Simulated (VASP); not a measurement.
# Sn (I4_1/amd) in VASP: single point with PBEsol

Aim: the single point of Sn with PBEsol.

Program: VASP 6.6.1. These are calculated values, not measurements. Logs are shortened: lines on timing, memory, paths and dates and some standing lists are left out, and cuts for length are marked.

## (1) The cell of the first run

It takes space group I4_1/amd (No. 141, tetragonal). Conventional cell: a = 5.839 Å, b = 5.839 Å, c = 3.151 Å, α = 90.00°, β = 90.00°, γ = 90.00°. Sn (site symmetry -4m2) has 10 Sn at 3.02 to 3.76 Å within 4.0 Å.

## (2) Single point, PBEsol

File INCAR:

```
SYSTEM = Sn
ALGO     = Normal         ! electronic algorithm
EDIFF    = 1E-7           ! SCF threshold, eV
ENCUT    = 520            ! plane-wave cutoff, eV
GGA      = PS             ! functional
ISIF     = 2              ! what is computed and relaxed
ISMEAR   = 0              ! smearing method
LASPH    = .TRUE.         ! aspherical terms in the spheres
LCHARG   = .TRUE.         ! write CHGCAR
LELF     = .TRUE.         ! ELF
LREAL    = .FALSE.        ! projectors in reciprocal space
LVHAR    = .TRUE.       
LWAVE    = .FALSE.        ! write WAVECAR
NBANDS   = 21             ! bands
NELM     = 80             ! most SCF steps
PREC     = Accurate       ! precision mode
SIGMA    = 0.05           ! smearing width, eV
```

File KPOINTS:

```
k-points
0
G
  16 16 16
  0 0 0
```

File POSCAR:

```
Sn
1.0
   -2.9194544470      2.9194544470      1.5753466990
    2.9194544470     -2.9194544470      1.5753466990
    2.9194544470      2.9194544470     -1.5753466990
Sn
2
Direct
    0.7500000000      0.2500000000      0.5000000000
    0.0000000000      0.0000000000      0.0000000000
```

Potentials or basis: VASP PAW PBE potentials, release 64 (Sn_d).

The run is started by

```
> cat potpaw_PBE.64/Sn_d/POTCAR > POTCAR
> mpirun -np 1 vasp_std > vasp.out
```

OUTCAR:

```text
SYSTEM = Sn
   EDIFF = 1E-7
   ENCUT = 520
   GGA = PS
   ISIF = 2
   ISMEAR = 0
   LASPH = .TRUE.
   LREAL = .FALSE.
   NELM = 80
   PREC = Accurate

 ion  position               nearest neighbor table
   1  0.750  0.250  0.500-   2 3.02   2 3.02   2 3.02   2 3.02   2 3.76   2 3.76   2 3.76   2 3.76

   2  0.000  0.000  0.000-   1 3.02   1 3.02   1 3.02   1 3.02   1 3.76   1 3.76   1 3.76   1 3.76

  LATTYP: Found a body centered tetragonal cell.
 ALAT       =     5.8389088940
 C/A-ratio  =     0.5396031100

  Lattice vectors:

 A1 = (  -2.9194544470,   2.9194544470,   1.5753466990)
 A2 = (   2.9194544470,  -2.9194544470,   1.5753466990)
 A3 = (   2.9194544470,   2.9194544470,  -1.5753466990)

Analysis of symmetry for initial positions (statically):
=====================================================================
 Subroutine PRICEL returns:
 Original cell was already a primitive cell.

 Routine SETGRP: Setting up the symmetry group for a
 body centered tetragonal supercell.

 Subroutine GETGRP returns: Found 16 space group operations
 (whereof  8 operations were pure point group operations)
 out of a pool of 16 trial point group operations.

The static configuration has the point symmetry D_2d.
 The point group associated with its full space group is D_4h.

Analysis of symmetry for dynamics (positions and initial velocities):
=====================================================================
 Subroutine PRICEL returns:
 Original cell was already a primitive cell.

 Routine SETGRP: Setting up the symmetry group for a
 body centered tetragonal supercell.

 Subroutine GETGRP returns: Found 16 space group operations
 (whereof  8 operations were pure point group operations)
 out of a pool of 16 trial point group operations.

The dynamic configuration has the point symmetry D_2d.
 The point group associated with its full space group is D_4h.

 Subroutine INISYM returns: Found 16 space group operations
 (whereof  8 operations are pure point group operations),
 and found     1 'primitive' translations

----------------------------------------------------------------------------------------

                                     Primitive cell

  volume of cell :      53.7081

  direct lattice vectors                    reciprocal lattice vectors
    -2.919454447  2.919454447  1.575346699     0.000000000  0.171264875  0.317390451
     2.919454447 -2.919454447  1.575346699     0.171264875  0.000000000  0.317390451
     2.919454447  2.919454447 -1.575346699     0.171264875  0.171264875  0.000000000

  length of vectors
     4.419066164  4.419066164  4.419066164     0.360649908  0.360649908  0.242205109

  position of ions in fractional coordinates (direct lattice)
     0.750000000  0.250000000  0.500000000
     0.000000000  0.000000000  0.000000000

  ion indices of the primitive-cell ions
   primitive index   ion index
                 1           1
                 2           2

----------------------------------------------------------------------------------------

 KPOINTS: k-points

Automatic generation of k-mesh.
 Grid dimensions read from file:
 generate k-points for:   16   16   16

 Generating k-lattice:

  Cartesian coordinates                     Fractional coordinates (reciprocal lattice)
     0.000000000  0.010704055  0.019836903     0.062500000  0.000000000 -0.000000000
     0.010704055  0.000000000  0.019836903     0.000000000  0.062500000 -0.000000000
     0.010704055  0.010704055  0.000000000     0.000000000  0.000000000  0.062500000

  Length of vectors
     0.022540619  0.022540619  0.015137819

  Shift w.r.t. Gamma in fractional coordinates (k-lattice)
     0.000000000  0.000000000  0.000000000

 Subroutine IBZKPT returns following result:
 ===========================================

 Found    349 irreducible k-points:

 Following reciprocal coordinates:
            Coordinates               Weight
  0.000000  0.000000  0.000000      1.000000
  0.062500  0.000000  0.000000      8.000000
  0.125000  0.000000  0.000000      8.000000
  0.187500  0.000000 -0.000000      8.000000
  0.250000  0.000000  0.000000      8.000000
  0.312500  0.000000  0.000000      8.000000
[... 16 lines left out ...]
 -0.125000  0.062500  0.000000     16.000000
 -0.062500  0.062500  0.000000      4.000000
 [... further k-points ...]
   k-points           NKPTS =    349   k-points in BZ     NKDIM =    349   number of bands    NBANDS=     21
   number of dos      NEDOS =    301   number of ions     NIONS =      2
   total plane-waves  NPLWV =  46656
   dimension x,y,z NGX =    36 NGY =   36 NGZ =   36
   dimension x,y,z NGXF=    72 NGYF=   72 NGZF=   72
   ions per type =               2
   NGX,Y,Z   is equivalent  to a cutoff of  13.54, 13.54, 13.54 a.u.
   NGXF,Y,Z  is equivalent  to a cutoff of  27.09, 27.09, 27.09 a.u.
 SYSTEM =  Sn
   PREC   = accura    normal or accurate (medium, high low for compatibility)
   ISTART =      0    job   : 0-new  1-cont  2-samecut
   ICHARG =      2    charge: 1-file 2-atom 10-const
   ISPIN  =      1    spin polarized calculation?
   LNONCOLLINEAR =      F non collinear calculations
   LSORBIT =      F    spin-orbit coupling
   LASPH  =      T    aspherical Exc in radial PAW
   ENCUT  =  520.0 eV  38.22 Ry    6.18 a.u.   8.22  8.22  8.22*2*pi/ulx,y,z
   NELM   =     80;   NELMIN=  2; NELMDL= -5     # of ELM steps
   EDIFF  = 0.1E-06   stopping-criterion for ELM
   LREAL  =      F    real-space projection
   EDIFFG = 0.1E-05   stopping-criterion for IOM
   NSW    =      0    number of steps for IOM
   IBRION =     -1    ionic relax: 0-MD 1-quasi-New 2-CG
   NFREE  =      0    steps in history (QN), initial steepest desc. (CG)
   ISIF   =      2    stress and relaxation
   ISYM   =      2    0-nonsym 1-usesym 2-fastsym
   POTIM  = 0.5000    time-step for ionic-motion
   TEBEG  =    0.0;   TEEND  =   0.0 temperature during run
   PSTRESS=    0.0 pullay stress
   NELECT =      28.0000    total number of electrons
   NUPDOWN=      -1.0000    fix difference up-down
   EMIN   =  10.00;   EMAX   =-10.00  energy-range for DOS
   EFERMI =   0.00;   METHOD = LEGACY
   ISMEAR =     0;   SIGMA  =   0.05  broadening in eV -4-tet -1-fermi 0-gaus
   EFERMI_NEDOS =   21; number of points for ismear=-14 and -15
   IALGO  =     38    algorithm
   IMIX   =      4    mixing-type and parameters
     AMIX     =   0.40;   BMIX     =  1.00
     AMIX_MAG =   1.60;   BMIX_MAG =  1.00
  volume/ion in A,a.u.               =      26.85       181.22
  Fermi-wavevector in a.u.,A,eV,Ry     =   1.317592  2.489888 23.620381  1.736049
  Thomas-Fermi vector in A             =   2.447622
   LORBIT       =      0    0 simple, 1 ext, 2 COOP (PROOUT), +10 PAW based schemes
   GGA     = PS    functional components
   LHFCALC =     F    Hartree Fock is set to
   AEXX    =    0.0000 exact exchange contribution
   IVDW    =     0    specifies the selected vdW correction
   LEPSILON=     F    determine dielectric tensor
   LRPA    =     F    only Hartree local field effects (RPA)
 non-spin polarized calculation
 Gauss-broadening in eV      SIGMA  =   0.05
  energy-cutoff  :      520.00
  volume of cell :       53.71
 maximum number of plane-waves:      1464
 NGX is ok and might be reduce to    36
   NGX = 17   NGY = 17   NGZ = 17

 number of electron      28.0000002 magnetization

 Free energy of the ion-electron system (eV)
  ---------------------------------------------------
  ext. energy  EPLUGINS =         0.00000000
  ---------------------------------------------------
  free energy    TOTEN  =        -8.52342461 eV

  energy without entropy =       -8.52231814  energy(sigma->0) =       -8.52287137

 E-fermi :   7.9523     XC(G=0): -10.5009

 val. band max:        7.9438362449   @ k =   0.1875   0.0625  -0.0000
 cond. band min:       7.9710541381   @ k =   0.4375   0.3750  -0.0000
 fundamental gap:      0.0272178933
 Fermi energy:         7.9523364523

 k-point     1 :       0.0000    0.0000    0.0000
  band No.  band energies     occupation
      1     -13.6177      2.00000
      2     -13.5404      2.00000
      3     -13.4889      2.00000
      4     -13.4849      2.00000
      5     -13.3167      2.00000
      6     -13.3167      2.00000
[... 13 lines left out ...]
     20      17.7675      0.00000
     21      18.4630      0.00000

 k-point     2 :       0.0625    0.0000    0.0000
  band No.  band energies     occupation
      1     -13.6152      2.00000
      2     -13.5315      2.00000
      3     -13.4859      2.00000
      4     -13.4744      2.00000
      5     -13.3235      2.00000
      6     -13.3229      2.00000
[... 13 lines left out ...]
     20      17.7112      0.00000
     21      17.9491      0.00000

 k-point     3 :       0.1250    0.0000    0.0000
  band No.  band energies     occupation
      1     -13.6075      2.00000
      2     -13.5069      2.00000
      3     -13.4773      2.00000
      4     -13.4465      2.00000
      5     -13.3390      2.00000
      6     -13.3333      2.00000
[... 13 lines left out ...]
     20      16.7360      0.00000
     21      16.8006      0.00000

 k-point     4 :       0.1875    0.0000   -0.0000
  band No.  band energies     occupation
      1     -13.5950      2.00000
      2     -13.4732      2.00000
      3     -13.4645      2.00000
      4     -13.4137      2.00000
      5     -13.3590      2.00000
      6     -13.3367      2.00000
[... 13 lines left out ...]
     20      15.8514      0.00000
     21      16.3300      0.00000

 k-point     5 :       0.2500    0.0000    0.0000
  band No.  band energies     occupation
      1     -13.5800      2.00000
      2     -13.4501      2.00000
      3     -13.4433      2.00000
      4     -13.4000      2.00000
      5     -13.3791      2.00000
      6     -13.3351      2.00000
[... 13 lines left out ...]
     20      15.1712      0.00000
     21      16.5530      0.00000
[... 382 lines left out ...]
     20      16.1734      0.00000
     21      16.3284      0.00000

 k-point    22 :      -0.1875    0.0625    0.0000
  band No.  band energies     occupation
      1     -13.5983      2.00000
      2     -13.5089      2.00000
      3     -13.4697      2.00000
      4     -13.4540      2.00000
      5     -13.3384      2.00000
      6     -13.3269      2.00000
[... 13 lines left out ...]
     20      16.8017      0.00000
     21      17.0960      0.00000

 k-point    23 :      -0.1250    0.0625    0.0000
  band No.  band energies     occupation
      1     -13.6086      2.00000
      2     -13.5326      2.00000
      3     -13.4805      2.00000
      4     -13.4784      2.00000
      5     -13.3249      2.00000
      6     -13.3192      2.00000
[... 13 lines left out ...]
     20      17.8195      0.00000
     21      18.0720      0.00000

 k-point    24 :      -0.0625    0.0625    0.0000
  band No.  band energies     occupation
      1     -13.6143      2.00000
      2     -13.5409      2.00000
      3     -13.4870      2.00000
      4     -13.4860      2.00000
      5     -13.3183      2.00000
      6     -13.3150      2.00000
[... 13 lines left out ...]
     20      18.0148      0.00000
     21      18.4986      0.00000

 [... further k-points ...]

------------------------ aborting loop because EDIFF is reached ----------------------------------------

  FORCE on cell =-STRESS in cart. coord.  units (eV):
  Direction    XX          YY          ZZ          XY          YZ          ZX
  --------------------------------------------------------------------------------------
  -------------------------------------------------------------------------------------
  Total       -0.0090729     -0.0090729     -0.0145539      0.0000000      0.0000000      0.0000000
  in kB       -0.2706572     -0.2706572     -0.4341592      0.0000000      0.0000000      0.0000000
  external PRESSURE =      -0.3251578 kB  Pullay stress =       0.0000000 kB

 VOLUME and BASIS-vectors are now :
 -----------------------------------------------------------------------------
  energy-cutoff  :      520.00
  volume of cell :       53.71
      direct lattice vectors                 reciprocal lattice vectors
    -2.919454447  2.919454447  1.575346699     0.000000000  0.171264875  0.317390451
     2.919454447 -2.919454447  1.575346699     0.171264875  0.000000000  0.317390451
     2.919454447  2.919454447 -1.575346699     0.171264875  0.171264875  0.000000000

 POSITION                                       TOTAL-FORCE (eV/Angst)
 -----------------------------------------------------------------------------------
     -0.00000      2.91945      0.78767         0.000000      0.000000     -0.000000
      0.00000      0.00000      0.00000        -0.000000     -0.000000      0.000000
 -----------------------------------------------------------------------------------
    total drift:                               -0.000000      0.000000     -0.000000

  FREE ENERGIE OF THE ION-ELECTRON SYSTEM (eV)
  ---------------------------------------------------
  free  energy   TOTEN  =        -8.5234246099 eV

  energy  without entropy=       -8.5223181385  energy(sigma->0) =       -8.52287137
```

It took 7.6 min on 1 thread of Oxide Virtual Turin-like, shared host; peak memory 0.4 GiB.

Results:

```yaml
Free_energy: -8.5234 eV
Pressure: 0.0 GPa
Band_gap_on_the_k_mesh: zero (band 14 reaches 9.56 eV, above the bottom of band 15 at 5.24 eV)
```

Levels at points of the mesh, in eV from the Fermi level:
```
           k point  band 12  band 13  band 14  band 15  band 16  band 17
(0.00, 0.00, 0.00)    -3.73    -2.05    -2.05     2.89     6.18     6.18
(0.50, 0.00, 0.00)    -5.42    -2.35    -1.77    -1.13     2.23     2.85
(0.50, 0.50, 0.00)    -8.99     0.54     0.54     1.50     1.50     6.19
(0.50, 0.50, 0.50)    -7.64    -4.90    -4.90     5.23     5.23     9.34
```

Caveat: the PAW data sets were made with another functional, which shifts forces and pressure a little; spin-orbit coupling is left out, which moves the levels of the heavy elements.
